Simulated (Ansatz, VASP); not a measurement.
# Two plane-wave programs on Cs

```
Cs
1.0
     4.69716    0.00000    0.00000
     0.00000    4.69716    0.00000
     0.00000    0.00000    4.69716
Cs
1
Cartesian
  0.0000 0.0000 0.0000
```

Change from the starting cell: volume scaled by 1, PAW files, source ansatz.

Alike in both runs: task single point; functional LDA; k mesh 8 × 8 × 8; occupations fermi-dirac, width 0.1 eV; no spin polarisation.

|  | VASP | Ansatz |
| --- | --- | --- |
| version | VASP 6.6.1 | Ansatz 0.2.0 |
| potentials or method | VASP PAW LDA potentials, release 64 (Cs_sv) | scalar-relativistic |
| plane-wave cutoff (eV) | 520 | 520 |
| valence electrons in the cell | 9 | 9 |

```tsv
	VASP	Ansatz	Ansatz less VASP
pressure (GPa)	0.0	0.0	+0.01
```

LDA's correlation is that of Perdew and Zunger in VASP and of Perdew and Wang (1992) in Ansatz.

Spin-orbit coupling is off throughout.
